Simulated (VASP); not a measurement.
# CuO in VASP: further runs

Runs on CuO. Level: PBE. Tasks: single point.

Everything below comes from runs of VASP 6.6.1. Logs are shortened: lines on timing, memory, paths and dates and some standing lists are left out, and cuts for length are marked.

**1. The cell of the first run**

The cell holds a slab with vacuum, 8 atoms: a = 2.949 Å, b = 2.949 Å, c = 26.015 Å, α = 90.00°, β = 90.00°, γ = 89.75°.

**2. Single point, PBE**

INCAR reads:

```
ALGO = Normal ; DIPOL = 0.5 0.5 0.499
EDIFF = 1E-6 ; ENCUT = 520
GGA = PE ; IDIPOL = 3
ISIF = 2 ; ISMEAR = 0
LASPH = T ; LCHARG = T
LDIPOL = T ; LELF = T
LREAL = F ; LVACPOTAV = T
LVHAR = T ; LWAVE = F
NBANDS = 44 ; NELM = 100
PREC = Accurate ; SIGMA = 0.1
```

KPOINTS reads:

```
k-points
0
Gamma
  10 10 1
```

POSCAR reads:

```
CuO
1.0
    2.9486966802      0.0000000000      0.0000000000
    0.0129799543      2.9486681116      0.0000000000
    0.0000000000      0.0000000000     26.0148310741
O Cu
4 4
Direct
    0.5057974900      0.5057743898      0.3267366978
    0.5057982908      0.5058213909      0.4257442991
    0.5058405781      0.5058224659      0.5246470212
    0.5058417541      0.5058440764      0.6239610814
    0.0057978904      0.5057978904      0.3762404985
    0.5058217913      0.0058217913      0.4752480997
    0.0058408326      0.5058328439      0.5741741354
    0.5058468254      0.0058437377      0.6691488975
```

Potentials or basis: VASP PAW PBE potentials, release 64 (O, Cu).

Command:

```
> cat potpaw_PBE.64/O/POTCAR potpaw_PBE.64/Cu/POTCAR > POTCAR
> mpirun -np 1 vasp_std > vasp.out
```

OUTCAR:

```text
EDIFF = 1E-6
   ENCUT = 520
   GGA = PE
   ISIF = 2
   ISMEAR = 0
   LASPH = T
   LREAL = F
   NELM = 100
   PREC = Accurate

 ion  position               nearest neighbor table
   1  0.506  0.506  0.327-   5 1.96   5 1.96
   2  0.506  0.506  0.426-   6 1.96   5 1.96   6 1.96   5 1.96
   3  0.506  0.506  0.525-   6 1.96   6 1.96   7 1.96   7 1.96
   4  0.506  0.506  0.624-   8 1.89   8 1.89   7 1.96   7 1.96
   5  0.006  0.506  0.376-   2 1.96   1 1.96   2 1.96   1 1.96
   6  0.506  0.006  0.475-   3 1.96   3 1.96   2 1.96   2 1.96
   7  0.006  0.506  0.574-   3 1.96   3 1.96   4 1.96   4 1.96
   8  0.506  0.006  0.669-   4 1.89   4 1.89

  LATTYP: Found a base centered orthorhombic cell.
 ALAT       =     4.1608985000
 B/A-ratio  =     1.0044116606
 C/A-ratio  =     6.2522147739

  Lattice vectors:

 A1 = (  -0.0129799543,  -2.9486681116,   0.0000000000)
 A2 = (   2.9486966802,   0.0000000000,   0.0000000000)
 A3 = (   0.0000000000,   0.0000000000,  26.0148310741)

Analysis of symmetry for initial positions (statically):
=====================================================================
 Subroutine PRICEL returns:
 Original cell was already a primitive cell.

 Routine SETGRP: Setting up the symmetry group for a
 base centered orthorhombic supercell.

 Subroutine GETGRP returns: Found  1 space group operations
 (whereof  1 operations were pure point group operations)
 out of a pool of  8 trial point group operations.

The static configuration has the point symmetry C_1 .

Analysis of symmetry for dynamics (positions and initial velocities):
=====================================================================
 Subroutine PRICEL returns:
 Original cell was already a primitive cell.

 Routine SETGRP: Setting up the symmetry group for a
 base centered orthorhombic supercell.

 Subroutine GETGRP returns: Found  1 space group operations
 (whereof  1 operations were pure point group operations)
 out of a pool of  8 trial point group operations.

The dynamic configuration has the point symmetry C_1 .

 Subroutine INISYM returns: Found  1 space group operations
 (whereof  1 operations are pure point group operations),
 and found     1 'primitive' translations

----------------------------------------------------------------------------------------

                                     Primitive cell

  volume of cell :     226.1919

  direct lattice vectors                    reciprocal lattice vectors
     2.948696680  0.000000000  0.000000000     0.339132881 -0.001492853  0.000000000
     0.012979954  2.948668112  0.000000000     0.000000000  0.339136167  0.000000000
     0.000000000  0.000000000 26.014831074     0.000000000  0.000000000  0.038439612

  length of vectors
     2.948696680  2.948696680 26.014831074     0.339136167  0.339136167  0.038439612

  position of ions in fractional coordinates (direct lattice)
     0.505797490  0.505774390  0.326736698
     0.505798291  0.505821391  0.425744299
     0.505840578  0.505822466  0.524647021
     0.505841754  0.505844076  0.623961081
     0.005797890  0.505797890  0.376240499
     0.505821791  0.005821791  0.475248100
     0.005840833  0.505832844  0.574174135
     0.505846825  0.005843738  0.669148898

  ion indices of the primitive-cell ions
   primitive index   ion index
                 1           1
                 2           2
                 3           3
                 4           4
                 5           5
                 6           6
                 7           7
                 8           8

----------------------------------------------------------------------------------------

 KPOINTS: k-points

Automatic generation of k-mesh.
 Grid dimensions read from file:
 generate k-points for:   10   10    1

 Generating k-lattice:

  Cartesian coordinates                     Fractional coordinates (reciprocal lattice)
     0.033913288 -0.000149285  0.000000000     0.100000000  0.000000000  0.000000000
     0.000000000  0.033913617  0.000000000     0.000000000  0.100000000  0.000000000
     0.000000000  0.000000000  0.038439612     0.000000000  0.000000000  1.000000000

  Length of vectors
     0.033913617  0.033913617  0.038439612

  Shift w.r.t. Gamma in fractional coordinates (k-lattice)
     0.000000000  0.000000000  0.000000000

 Subroutine IBZKPT returns following result:
 ===========================================

 Found     52 irreducible k-points:

 Following reciprocal coordinates:
            Coordinates               Weight
  0.000000  0.000000  0.000000      1.000000
  0.100000  0.000000  0.000000      2.000000
  0.000000 -0.100000  0.000000      2.000000
  0.200000  0.000000  0.000000      2.000000
  0.000000 -0.200000  0.000000      2.000000
  0.300000  0.000000  0.000000      2.000000
[... 16 lines left out ...]
 -0.300000  0.100000  0.000000      2.000000
 -0.100000  0.300000  0.000000      2.000000
 [... further k-points ...]
   k-points           NKPTS =     52   k-points in BZ     NKDIM =     52   number of bands    NBANDS=     44
   number of dos      NEDOS =    301   number of ions     NIONS =      8
   total plane-waves  NPLWV = 112896
   dimension x,y,z NGX =    24 NGY =   24 NGZ =  196
   dimension x,y,z NGXF=    48 NGYF=   48 NGZF=  392
   ions per type =               4   4
   NGX,Y,Z   is equivalent  to a cutoff of  13.53, 13.53, 12.53 a.u.
   NGXF,Y,Z  is equivalent  to a cutoff of  27.06, 27.06, 25.05 a.u.
 SYSTEM =  unknown system
   PREC   = accura    normal or accurate (medium, high low for compatibility)
   ISTART =      0    job   : 0-new  1-cont  2-samecut
   ICHARG =      2    charge: 1-file 2-atom 10-const
   ISPIN  =      1    spin polarized calculation?
   LNONCOLLINEAR =      F non collinear calculations
   LSORBIT =      F    spin-orbit coupling
   LASPH  =      T    aspherical Exc in radial PAW
   ENCUT  =  520.0 eV  38.22 Ry    6.18 a.u.   5.48  5.48 48.37*2*pi/ulx,y,z
   NELM   =    100;   NELMIN=  2; NELMDL= -5     # of ELM steps
   EDIFF  = 0.1E-05   stopping-criterion for ELM
   LREAL  =      F    real-space projection
   EDIFFG = 0.1E-04   stopping-criterion for IOM
   NSW    =      0    number of steps for IOM
   IBRION =     -1    ionic relax: 0-MD 1-quasi-New 2-CG
   NFREE  =      0    steps in history (QN), initial steepest desc. (CG)
   ISIF   =      2    stress and relaxation
   ISYM   =      2    0-nonsym 1-usesym 2-fastsym
   POTIM  = 0.5000    time-step for ionic-motion
   TEBEG  =    0.0;   TEEND  =   0.0 temperature during run
   PSTRESS=    0.0 pullay stress
   NELECT =      68.0000    total number of electrons
   NUPDOWN=      -1.0000    fix difference up-down
   EMIN   =  10.00;   EMAX   =-10.00  energy-range for DOS
   EFERMI =   0.00;   METHOD = LEGACY
   ISMEAR =     0;   SIGMA  =   0.10  broadening in eV -4-tet -1-fermi 0-gaus
   EFERMI_NEDOS =   21; number of points for ismear=-14 and -15
   IALGO  =     38    algorithm
   IMIX   =      4    mixing-type and parameters
     AMIX     =   0.40;   BMIX     =  1.00
     AMIX_MAG =   1.60;   BMIX_MAG =  1.00
  volume/ion in A,a.u.               =      28.27       190.80
  Fermi-wavevector in a.u.,A,eV,Ry     =   1.096694  2.072451 16.364240  1.202738
  Thomas-Fermi vector in A             =   2.233041
   LORBIT       =      0    0 simple, 1 ext, 2 COOP (PROOUT), +10 PAW based schemes
   GGA     = PE    functional components
   LHFCALC =     F    Hartree Fock is set to
   AEXX    =    0.0000 exact exchange contribution
   IVDW    =     0    specifies the selected vdW correction
   LEPSILON=     F    determine dielectric tensor
   LRPA    =     F    only Hartree local field effects (RPA)
 non-spin polarized calculation
 Gauss-broadening in eV      SIGMA  =   0.10
  energy-cutoff  :      520.00
  volume of cell :      226.19
 maximum number of plane-waves:      6161
 NGX is ok and might be reduce to    24

 dipolmoment           0.000000      0.000000      0.040588 electrons x Angstroem

 number of electron      67.9999988 magnetization

 dipolmoment           0.000000      0.000000     -0.193780 electrons x Angstroem

 Free energy of the ion-electron system (eV)
  ---------------------------------------------------
  ext. energy  EPLUGINS =         0.00000000
  ---------------------------------------------------
  free energy    TOTEN  =       -36.75508333 eV

  energy without entropy =      -36.71534794  energy(sigma->0) =      -36.73521564

 E-fermi :  -2.1480     XC(G=0):  -5.1619

 val. band max:       -2.1493047274   @ k =  -0.3000   0.1000   0.0000
 cond. band min:      -2.1469542042   @ k =   0.3000   0.1000   0.0000
 fundamental gap:      0.0023505232
 Fermi energy:        -2.1480352890

 k-point     1 :       0.0000    0.0000    0.0000
  band No.  band energies     occupation
      1     -21.7509      2.00000
      2     -21.3830      2.00000
      3     -20.8203      2.00000
      4     -18.9459      2.00000
      5      -9.7264      2.00000
      6      -8.4965      2.00000
[... 36 lines left out ...]
     43       4.5694      0.00000
     44       5.8179      0.00000

 k-point     2 :       0.1000    0.0000    0.0000
  band No.  band energies     occupation
      1     -21.7027      2.00000
      2     -21.3489      2.00000
      3     -20.7932      2.00000
      4     -18.9205      2.00000
      5      -9.6466      2.00000
      6      -8.4942      2.00000
[... 36 lines left out ...]
     43       4.7889      0.00000
     44       5.9598      0.00000

 k-point     3 :       0.0000   -0.1000    0.0000
  band No.  band energies     occupation
      1     -21.7079      2.00000
      2     -21.3423      2.00000
      3     -20.7990      2.00000
      4     -18.9184      2.00000
      5      -9.6457      2.00000
      6      -8.4606      2.00000
[... 976 lines left out ...]
     43       5.3114      0.00000
     44       6.6396      0.00000

 k-point    24 :      -0.1000    0.3000    0.0000
  band No.  band energies     occupation
      1     -21.4063      2.00000
      2     -21.0565      2.00000
      3     -20.6473      2.00000
      4     -18.7289      2.00000
      5      -9.0792      2.00000
      6      -8.3571      2.00000
[... 36 lines left out ...]
     43       5.6209      0.00000
     44       6.3110      0.00000

 [... further k-points ...]

------------------------ aborting loop because EDIFF is reached ----------------------------------------

  FORCE on cell =-STRESS in cart. coord.  units (eV):
  Direction    XX          YY          ZZ          XY          YZ          ZX
  --------------------------------------------------------------------------------------
  -------------------------------------------------------------------------------------
  Total       -4.4816282      1.5844043     -2.6714271     -0.0050876      0.0002182      0.0004015
  in kB      -31.7445664     11.2227578    -18.9224296     -0.0360371      0.0015454      0.0028438
  external PRESSURE =     -13.1480794 kB  Pullay stress =       0.0000000 kB

 VOLUME and BASIS-vectors are now :
 -----------------------------------------------------------------------------
  energy-cutoff  :      520.00
  volume of cell :      226.19
      direct lattice vectors                 reciprocal lattice vectors
     2.948696680  0.000000000  0.000000000     0.339132881 -0.001492853  0.000000000
     0.012979954  2.948668112  0.000000000     0.000000000  0.339136167  0.000000000
     0.000000000  0.000000000 26.014831074     0.000000000  0.000000000  0.038439612

 POSITION                                       TOTAL-FORCE (eV/Angst)
 -----------------------------------------------------------------------------------
      1.49801      1.49136      8.50000         0.000789      0.000923      2.078733
      1.49801      1.49150     11.07567         0.000948      0.000831     -0.199591
      1.49814      1.49150     13.64860         0.000894      0.000852     -0.002584
      1.49814      1.49157     16.23224         0.000904      0.000927     -0.007921
      0.02366      1.49143      9.78783        -0.001141     -0.001188     -1.892321
      1.49159      0.01717     12.36350        -0.000891     -0.000906     -0.046669
      0.02379      1.49153     14.93704        -0.000649     -0.000576     -0.003016
      1.49166      0.01723     17.40780        -0.000854     -0.000864      0.073369
 -----------------------------------------------------------------------------------
    total drift:                               -0.003844     -0.003693     -0.002097

  FREE ENERGIE OF THE ION-ELECTRON SYSTEM (eV)
  ---------------------------------------------------
  free  energy   TOTEN  =       -36.7550833288 eV

  energy  without entropy=      -36.7153479435  energy(sigma->0) =      -36.73521564

 vacuum level on the upper side and lower side of the slab         2.333         6.365
```

Wall time 49 min (1 thread of Intel Xeon 8259CL, shared host); peak memory 0.55 GiB.

What came out:

- Free energy: -36.7551 eV
- Largest force: 2.079 eV/Å
- Band gap on the k mesh: zero (bands 34 and 35 overlap by 0.41 eV)

Forces in eV/Å, atoms in the order of the input:
```
O    0.001  0.001  2.079
O    0.001  0.001 -0.200
O    0.001  0.001 -0.003
O    0.001  0.001 -0.008
Cu  -0.001 -0.001 -1.892
Cu  -0.001 -0.001 -0.047
Cu  -0.001 -0.001 -0.003
Cu  -0.001 -0.001  0.073
```

Levels at points of the mesh, in eV from the Fermi level:
| k point | band 30 | band 31 | band 32 | band 33 | band 34 | band 35 | band 36 | band 37 | band 38 | band 39 |
| --- | --- | --- | --- | --- | --- | --- | --- | --- | --- | --- |
| (0.00, 0.00, 0.00) | -1.49 | -1.43 | -0.25 | -0.19 | 0.01 | 0.38 | 0.58 | 0.88 | 2.23 | 3.39 |
| (0.50, 0.00, 0.00) | -1.67 | -1.41 | 0.04 | 0.15 | 0.24 | 0.41 | 0.65 | 2.69 | 2.89 | 4.13 |
| (0.00, 0.50, 0.00) | -1.51 | -1.39 | -1.30 | -0.74 | 0.07 | 0.62 | 0.98 | 2.30 | 4.23 | 4.67 |
| (0.50, 0.50, 0.00) | -1.24 | -1.16 | -1.10 | -1.08 | -0.79 | -0.06 | 0.89 | 2.56 | 3.65 | 5.21 |

Caveat: semilocal functionals often make such compounds metallic where correlation or magnetic order opens a gap, which also shifts bond lengths. With open d or f shells a metallic result of PBE can be an artefact of self-interaction; +U or a hybrid may open a gap.

**3. Single point, PBE**

This run uses another cell than the first one: it holds 12 atoms, not 8.

INCAR reads:

```
SYSTEM = CuO
PREC = Accurate
ENCUT = 520
EDIFF = 1E-6
ISMEAR = 0
SIGMA = 0.1
LREAL = .FALSE.
LASPH = .TRUE.
NELM = 100
ALGO = Fast
ISIF = 2
LWAVE = .FALSE.
LCHARG = .TRUE.
LDIPOL = .TRUE.
IDIPOL = 3
DIPOL = 0.5 0.5 0.500
GGA = PE
LELF = .TRUE.
LVHAR = .TRUE.
LVACPOTAV = .TRUE.
NBANDS = 63
```

KPOINTS reads:

```
regular mesh
0
G
  12 12 1
  0 0 0
```

POSCAR reads:

```
CuO
1.0
    2.9486966760      0.0000000000      0.0000000000
    0.0129800027      2.9486681073      0.0000000000
    0.0000000000      0.0000000000     29.1661631374
O Cu
6 6
Direct
    0.5057974905      0.5057743899      0.2571472965
    0.5057982911      0.5058213917      0.3454573705
    0.5058452929      0.5058221923      0.4337674445
    0.5058460934      0.5058691941      0.5220775185
    0.5058930953      0.5058699946      0.6103875925
    0.5058938958      0.5059169965      0.6986976665
    0.0057978908      0.5057978908      0.3013023335
    0.5058217920      0.0058217920      0.3896124075
    0.0058456932      0.5058456932      0.4779224815
    0.5058695944      0.0058695944      0.5662325555
    0.0058934955      0.5058934955      0.6545426295
    0.5059173967      0.0059173967      0.7428527035
```

Potentials or basis: VASP PAW PBE potentials, release 64 (O, Cu).

Command:

```
> cat potpaw_PBE.64/O/POTCAR potpaw_PBE.64/Cu/POTCAR > POTCAR
> mpirun -np 1 vasp_std > vasp.out
```

Wall time 47 min (1 thread of Oxide Virtual Turin-like, shared host); peak memory 0.9 GiB.

It converged, with:

```yaml
Free_energy: -56.4929 eV
Largest_force: 2.103 eV/Å
Band_gap_on_the_k_mesh: zero (bands 51 and 52 overlap by 0.57 eV)
```

Forces on the atoms (eV/Å):
```
O    0.001  0.001  2.103
O    0.001  0.001 -0.225
O    0.001  0.001  0.004
O    0.001  0.001  0.060
O    0.001  0.001 -0.069
O    0.001  0.001  0.397
Cu  -0.001 -0.001 -1.898
Cu  -0.001 -0.001 -0.015
Cu  -0.001 -0.001 -0.074
Cu  -0.001 -0.001  0.031
Cu  -0.001 -0.001  0.276
Cu  -0.001 -0.001 -0.591
```

Levels at points of the mesh, in eV from the Fermi level:
| k point | band 48 | band 49 | band 50 | band 51 | band 52 | band 53 | band 54 | band 55 |
| --- | --- | --- | --- | --- | --- | --- | --- | --- |
| (0.00, 0.00, 0.00) | -0.43 | -0.17 | -0.09 | 0.31 | 0.38 | 0.57 | 0.61 | 0.87 |
| (0.50, 0.00, 0.00) | -0.06 | 0.11 | 0.12 | 0.23 | 0.40 | 0.55 | 0.65 | 2.59 |
| (0.00, 0.50, 0.00) | -1.31 | -0.75 | -0.08 | 0.13 | 0.57 | 0.68 | 0.96 | 2.29 |
| (0.50, 0.50, 0.00) | -1.17 | -0.96 | -0.87 | -0.80 | -0.18 | 0.51 | 1.00 | 2.41 |

Caveat: semilocal functionals often make such compounds metallic where correlation or magnetic order opens a gap, which also shifts bond lengths. With open d or f shells a metallic result of PBE can be an artefact of self-interaction; +U or a hybrid may open a gap.
